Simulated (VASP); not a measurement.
# Cu (P6_3/mmc) in VASP: notebook

The runs below take Cu through single point, with PBE.

Everything below comes from runs of VASP 6.6.1. Logs are shortened: lines on timing, memory, paths and dates and some standing lists are left out, and cuts for length are marked.

## Step 1: The cell of the first run

Symmetry: P6_3/mmc, No. 194, hexagonal system. Conventional cell: a = 2.534 Å, b = 2.534 Å, c = 4.113 Å, α = 90.00°, β = 90.00°, γ = 120.00°. Within 3.3 Å of Cu (site symmetry -6m2) lie 12 Cu at 2.52 to 2.53 Å.

## Step 2: Single point, PBE

Input file INCAR:

```
SYSTEM = Cu
PREC     = Accurate       ! precision mode
ENCUT    = 600            ! plane-wave cutoff, eV
EDIFF    = 1E-6           ! SCF threshold, eV
ISMEAR   = -1             ! smearing method
SIGMA    = 0.1            ! smearing width, eV
LREAL    = .False.        ! projectors in reciprocal space
LASPH    = .True.         ! aspherical terms in the spheres
NELM     = 120            ! most SCF steps
ALGO     = Normal         ! electronic algorithm
ISIF     = 2              ! what is computed and relaxed
LWAVE    = .False.        ! write WAVECAR
LCHARG   = .False.        ! write CHGCAR
GGA      = PE             ! functional
NBANDS   = 18             ! bands
GGA_COMPAT= .False.
```

Input file KPOINTS:

```
regular mesh
0
Gamma
  3 3 2
  0 0 0
```

Input file POSCAR:

```
Cu
1.0
    2.5340966700      0.0000000000      0.0000000000
   -1.2670483300      2.1945920900      0.0000000000
    0.0000000000      0.0000000000      4.1125710000
Cu
2
Direct
    0.3333333333      0.6666666667      0.2500000000
    0.6666666667      0.3333333333      0.7500000000
```

Potentials or basis: VASP PAW PBE potentials, release 64 (Cu).

On the command line:

```
> cat potpaw_PBE.64/Cu/POTCAR > POTCAR
> mpirun -np 1 vasp_std > vasp.out
```

OUTCAR:

```text
SYSTEM = Cu
   PREC = Accurate
   ENCUT = 600
   EDIFF = 1E-6
   ISMEAR = -1
   LREAL = .False.
   LASPH = .True.
   NELM = 120
   ISIF = 2
   GGA = PE

 ion  position               nearest neighbor table
   1  0.333  0.667  0.250-   2 2.52   2 2.52   2 2.52   2 2.52   2 2.52   2 2.52
   2  0.667  0.333  0.750-   1 2.52   1 2.52   1 2.52   1 2.52   1 2.52   1 2.52

  LATTYP: Found a hexagonal cell.
 ALAT       =     2.5340966700
 C/A-ratio  =     1.6228942837

  Lattice vectors:

 A1 = (   2.5340966700,   0.0000000000,   0.0000000000)
 A2 = (  -1.2670483300,   2.1945920900,   0.0000000000)
 A3 = (   0.0000000000,   0.0000000000,   4.1125710000)

Analysis of symmetry for initial positions (statically):
=====================================================================
 Subroutine PRICEL returns:
 Original cell was already a primitive cell.

 Routine SETGRP: Setting up the symmetry group for a
 hexagonal supercell.

 Subroutine GETGRP returns: Found 24 space group operations
 (whereof 12 operations were pure point group operations)
 out of a pool of 24 trial point group operations.

The static configuration has the point symmetry D_3d.
 The point group associated with its full space group is D_6h.

Analysis of symmetry for dynamics (positions and initial velocities):
=====================================================================
 Subroutine PRICEL returns:
 Original cell was already a primitive cell.

 Routine SETGRP: Setting up the symmetry group for a
 hexagonal supercell.

 Subroutine GETGRP returns: Found 24 space group operations
 (whereof 12 operations were pure point group operations)
 out of a pool of 24 trial point group operations.

The dynamic configuration has the point symmetry D_3d.
 The point group associated with its full space group is D_6h.

 Subroutine INISYM returns: Found 24 space group operations
 (whereof 12 operations are pure point group operations),
 and found     1 'primitive' translations

----------------------------------------------------------------------------------------

                                     Primitive cell

  volume of cell :      22.8713

  direct lattice vectors                    reciprocal lattice vectors
     2.534096670  0.000000000  0.000000000     0.394617937  0.227832771  0.000000000
    -1.267048330  2.194592090  0.000000000     0.000000000  0.455665545  0.000000000
     0.000000000  0.000000000  4.112571000     0.000000000  0.000000000  0.243156896

  length of vectors
     2.534096670  2.534096666  4.112571000     0.455665544  0.455665545  0.243156896

[... 60 lines left out ...]
   NELM   =    120;   NELMIN=  2; NELMDL= -5     # of ELM steps
   EDIFF  = 0.1E-05   stopping-criterion for ELM
   LREAL  =      F    real-space projection
   EDIFFG = 0.1E-04   stopping-criterion for IOM
   NSW    =      0    number of steps for IOM
   IBRION =     -1    ionic relax: 0-MD 1-quasi-New 2-CG
   NFREE  =      0    steps in history (QN), initial steepest desc. (CG)
   ISIF   =      2    stress and relaxation
   ISYM   =      2    0-nonsym 1-usesym 2-fastsym
   POTIM  = 0.5000    time-step for ionic-motion
   TEBEG  =    0.0;   TEEND  =   0.0 temperature during run
   PSTRESS=    0.0 pullay stress
   NELECT =      22.0000    total number of electrons
   NUPDOWN=      -1.0000    fix difference up-down
   EMIN   =  10.00;   EMAX   =-10.00  energy-range for DOS
   EFERMI =   0.00;   METHOD = LEGACY
   ISMEAR =    -1;   SIGMA  =   0.10  broadening in eV -4-tet -1-fermi 0-gaus
   EFERMI_NEDOS =   21; number of points for ismear=-14 and -15
   IALGO  =     38    algorithm
   IMIX   =      4    mixing-type and parameters
     AMIX     =   0.40;   BMIX     =  1.00
     AMIX_MAG =   1.60;   BMIX_MAG =  1.00
  volume/ion in A,a.u.               =      11.44        77.17
  Fermi-wavevector in a.u.,A,eV,Ry     =   1.616041  3.053874 35.532800  2.611587
  Thomas-Fermi vector in A             =   2.710691
   LORBIT       =      0    0 simple, 1 ext, 2 COOP (PROOUT), +10 PAW based schemes
   GGA     = PE    functional components
   LHFCALC =     F    Hartree Fock is set to
   AEXX    =    0.0000 exact exchange contribution
   IVDW    =     0    specifies the selected vdW correction
   LEPSILON=     F    determine dielectric tensor
   LRPA    =     F    only Hartree local field effects (RPA)
 non-spin polarized calculation
  energy-cutoff  :      600.00
  volume of cell :       22.87
 maximum number of plane-waves:       780
   NGX = 11   NGY = 11   NGZ = 17

 number of electron      21.9999991 magnetization

 Free energy of the ion-electron system (eV)
  ---------------------------------------------------
  ext. energy  EPLUGINS =         0.00000000
  ---------------------------------------------------
  free energy    TOTEN  =        -7.70421680 eV

  energy without entropy =       -7.61474083  energy(sigma->0) =       -7.65947882

 E-fermi :   6.9072     XC(G=0): -12.9171

 val. band max:        6.8146365870   @ k =   0.3333   0.0000   0.5000
 cond. band min:       6.9346461429   @ k =   0.0000   0.0000   0.0000
 fundamental gap:      0.1200095558
 Fermi energy:         6.9072094255

 k-point     1 :       0.0000    0.0000    0.0000
  band No.  band energies     occupation
      1      -1.6087      2.00000
      2       2.7086      2.00000
      3       4.8146      2.00000
      4       4.9221      2.00000
      5       4.9221      2.00000
      6       5.1454      2.00000
[... 103 lines left out ...]
      5       4.5951      2.00000
      6       4.5951      2.00000
[... 10 lines left out ...]
     17      28.7265      0.00000
     18      28.7265      0.00000

------------------------ aborting loop because EDIFF is reached ----------------------------------------

  FORCE on cell =-STRESS in cart. coord.  units (eV):
  Direction    XX          YY          ZZ          XY          YZ          ZX
  --------------------------------------------------------------------------------------
  -------------------------------------------------------------------------------------
  Total        0.8887505      0.8887505      1.1868161      0.0000000     -0.0000000      0.0000000
  in kB       62.2586977     62.2586976     83.1387712      0.0000001     -0.0000000      0.0000000
  external PRESSURE =      69.2187222 kB  Pullay stress =       0.0000000 kB

 VOLUME and BASIS-vectors are now :
 -----------------------------------------------------------------------------
  energy-cutoff  :      600.00
  volume of cell :       22.87
      direct lattice vectors                 reciprocal lattice vectors
     2.534096670  0.000000000  0.000000000     0.394617937  0.227832771  0.000000000
    -1.267048330  2.194592090  0.000000000     0.000000000  0.455665545  0.000000000
     0.000000000  0.000000000  4.112571000     0.000000000  0.000000000  0.243156896

 POSITION                                       TOTAL-FORCE (eV/Angst)
 -----------------------------------------------------------------------------------
      0.00000      1.46306      1.02814        -0.000000      0.000000      0.000000
      1.26705      0.73153      3.08443         0.000000     -0.000000      0.000000
 -----------------------------------------------------------------------------------
    total drift:                               -0.000000      0.000000     -0.000000

  FREE ENERGIE OF THE ION-ELECTRON SYSTEM (eV)
  ---------------------------------------------------
  free  energy   TOTEN  =        -7.7042168008 eV

  energy  without entropy=       -7.6147408325  energy(sigma->0) =       -7.65947882
```

OSZICAR:

```text
N       E                     dE             d eps       ncg     rms          rms(c)
DAV:   1     0.129135269501E+03    0.12914E+03   -0.11373E+04   232   0.244E+03
DAV:   2    -0.351926927696E+01   -0.13265E+03   -0.12447E+03   216   0.298E+02
DAV:   3    -0.957270001516E+01   -0.60534E+01   -0.58590E+01   256   0.868E+01
DAV:   4    -0.962610699720E+01   -0.53407E-01   -0.53369E-01   288   0.826E+00
DAV:   5    -0.962673974457E+01   -0.63275E-03   -0.63273E-03   276   0.770E-01    0.110E+01
DAV:   6    -0.839904547455E+01    0.12277E+01   -0.11573E+01   232   0.965E+01    0.524E+00
DAV:   7    -0.773422676687E+01    0.66482E+00   -0.21179E+00   246   0.395E+01    0.102E+00
DAV:   8    -0.770516850247E+01    0.29058E-01   -0.10859E-02   336   0.161E+00    0.222E-01
DAV:   9    -0.770419752290E+01    0.97098E-03   -0.88684E-04   320   0.796E-01    0.366E-02
DAV:  10    -0.770423734482E+01   -0.39822E-04   -0.13157E-04   302   0.280E-01    0.379E-02
DAV:  11    -0.770421818133E+01    0.19163E-04   -0.41270E-05   256   0.194E-01    0.556E-03
DAV:  12    -0.770421711821E+01    0.10631E-05   -0.81350E-07   164   0.224E-02    0.999E-04
DAV:  13    -0.770421680079E+01    0.31742E-06   -0.30736E-07   118   0.655E-03
   1 F= -.77042168E+01 E0= -.76594788E+01  d E =-.894760E-01
```

Wall time 12 s (1 thread of Intel Xeon 8259CL, shared host); peak memory 0.13 GiB.

Results:

* Free energy: -7.7042 eV
* Pressure: 6.9 GPa
* Band gap on the k mesh: zero (band 11 reaches 12.08 eV, above the bottom of band 12 at 5.94 eV)

Levels at points of the mesh, in eV from the Fermi level:
| k point | band 8 | band 9 | band 10 | band 11 | band 12 | band 13 | band 14 | band 15 |
| --- | --- | --- | --- | --- | --- | --- | --- | --- |
| (0.00, 0.00, 0.00) | -1.54 | -1.54 | -0.74 | -0.74 | 0.03 | 5.07 | 22.62 | 23.17 |
| (0.00, 0.00, 0.50) | -2.04 | -0.97 | -0.97 | -0.97 | -0.97 | 13.96 | 13.96 | 23.33 |

Caveat: the k points lie up to 0.95 Å⁻¹ apart.

## Step 3: Single point, PBE

Input file INCAR:

```
SYSTEM = Cu
PREC = Accurate
ENCUT = 600
EDIFF = 1E-6
ISMEAR = -1
SIGMA = 0.1
LREAL = .False.
LASPH = .True.
NELM = 120
ALGO = Normal
ISIF = 2
LWAVE = .False.
LCHARG = .False.
GGA = PE
NBANDS = 18
GGA_COMPAT = .False.
```

Input file KPOINTS:

```
Automatic mesh
0
Gamma
  5 5 3
  0 0 0
```

POSCAR is that of step 2.

Potentials or basis: VASP PAW PBE potentials, release 64 (Cu).

On the command line:

```
> cat potpaw_PBE.64/Cu/POTCAR > POTCAR
> mpirun -np 1 vasp_std > vasp.out
```

OUTCAR:

```text
SYSTEM = Cu
   PREC = Accurate
   ENCUT = 600
   EDIFF = 1E-6
   ISMEAR = -1
   LREAL = .False.
   LASPH = .True.
   NELM = 120
   ISIF = 2
   GGA = PE

 ion  position               nearest neighbor table
   1  0.333  0.667  0.250-   2 2.52   2 2.52   2 2.52   2 2.52   2 2.52   2 2.52
   2  0.667  0.333  0.750-   1 2.52   1 2.52   1 2.52   1 2.52   1 2.52   1 2.52

  LATTYP: Found a hexagonal cell.
 ALAT       =     2.5340966700
 C/A-ratio  =     1.6228942837

  Lattice vectors:

[... 380 lines left out ...]

------------------------ aborting loop because EDIFF is reached ----------------------------------------

  FORCE on cell =-STRESS in cart. coord.  units (eV):
  Direction    XX          YY          ZZ          XY          YZ          ZX
  --------------------------------------------------------------------------------------
  -------------------------------------------------------------------------------------
  Total        0.8387752      0.8387752      1.5177346      0.0000000     -0.0000000      0.0000000
  in kB       58.7578306     58.7578305    106.3202569      0.0000001     -0.0000000      0.0000000
  external PRESSURE =      74.6119727 kB  Pullay stress =       0.0000000 kB

 VOLUME and BASIS-vectors are now :
 -----------------------------------------------------------------------------
  energy-cutoff  :      600.00
  volume of cell :       22.87
      direct lattice vectors                 reciprocal lattice vectors
     2.534096670  0.000000000  0.000000000     0.394617937  0.227832771  0.000000000
    -1.267048330  2.194592090  0.000000000     0.000000000  0.455665545  0.000000000
     0.000000000  0.000000000  4.112571000     0.000000000  0.000000000  0.243156896

 POSITION                                       TOTAL-FORCE (eV/Angst)
 -----------------------------------------------------------------------------------
      0.00000      1.46306      1.02814        -0.000000      0.000000      0.000000
      1.26705      0.73153      3.08443         0.000000     -0.000000      0.000000
 -----------------------------------------------------------------------------------
    total drift:                               -0.000000      0.000000     -0.000000

  FREE ENERGIE OF THE ION-ELECTRON SYSTEM (eV)
  ---------------------------------------------------
  free  energy   TOTEN  =        -7.5643548513 eV

  energy  without entropy=       -7.5448468498  energy(sigma->0) =       -7.55460085
```

stdout:

```text
POSCAR found type information on POSCAR Cu
 POSCAR found :  1 types and       2 ions
 scaLAPACK will be used
 LDA part: xc-table for (Slater+PW92), standard interpolation
 POSCAR, INCAR and KPOINTS ok, starting setup
 FFT: planning ... GRIDC
 FFT: planning ... GRID_SOFT
 FFT: planning ... GRID
 WAVECAR not read
 entering main loop
```

Run time: 14 s. Hardware: 1 thread of Intel Xeon 8259CL, shared host; peak memory 0.13 GiB.

What came out:

* Free energy: -7.5644 eV
* Pressure: 7.5 GPa
* Band gap on the k mesh: zero (band 11 reaches 9.89 eV, above the bottom of band 12 at 6.17 eV)

Stress tensor (GPa, compression positive):
```
 5.88  0.00  0.00
 0.00  5.88  0.00
 0.00  0.00 10.63
```

Caveat: the k points lie up to 0.57 Å⁻¹ apart.

## Step 4: Single point, PBE

Input file INCAR:

```
PREC = Accurate
ENCUT = 600
EDIFF = 1E-6
ISMEAR = -1
SIGMA = 0.1
LREAL = F
LASPH = T
NELM = 120
ALGO = Normal
ISIF = 2
LWAVE = F
LCHARG = F
GGA = PE
NBANDS = 18
GGA_COMPAT = F
```

Input file KPOINTS:

```
Automatic mesh
0
Gamma
  6 6 4
```

POSCAR is that of step 3.

On the command line:

```
> cat potpaw_PBE.64/Cu/POTCAR > POTCAR
> mpirun -np 1 vasp_std > vasp.out
```

Wall time 30 s (1 thread of Intel Xeon 8259CL, shared host); peak memory 0.14 GiB.

It converged, with:

```yaml
Free_energy: -7.3753 eV
Pressure: 8.3 GPa
Band_gap_on_the_k_mesh: zero (band 11 reaches 12.08 eV, above the bottom of band 12 at 5.99 eV)
```

Stress tensor (GPa, compression positive):
```
8.87 0.00 0.00
0.00 8.87 0.00
0.00 0.00 7.10
```

Levels at points of the mesh, in eV from the Fermi level:
```tsv
k point	band 9	band 10	band 11	band 12	band 13	band 14
(0.00, 0.00, 0.00)	-2.51	-1.71	-1.71	-0.98	4.07	21.59
(0.50, 0.00, 0.00)	-1.56	-1.51	0.04	1.66	7.99	8.43
(0.00, 0.00, 0.50)	-1.94	-1.94	-1.94	-1.94	12.94	12.94
(0.50, 0.00, 0.50)	-1.56	-1.56	0.51	0.51	5.06	5.06
```

Caveat: the k points lie up to 0.48 Å⁻¹ apart.

## Step 5: The runs side by side

```tsv
k mesh	gap on the mesh (eV)	pressure (GPa)
3 × 3 × 2	none	6.9
5 × 5 × 3	none	7.5
6 × 6 × 4	none	8.3
```

Alike in all rows: task single point; level PBE; potentials or basis VASP PAW PBE potentials, release 64 (Cu); no spin polarisation; cell as given; cutoff (eV) 600; smearing fermi-dirac 0.1 eV.

Caveats: all runs use coarse meshes.

Absolute energies hang on the potentials; compare differences alone.
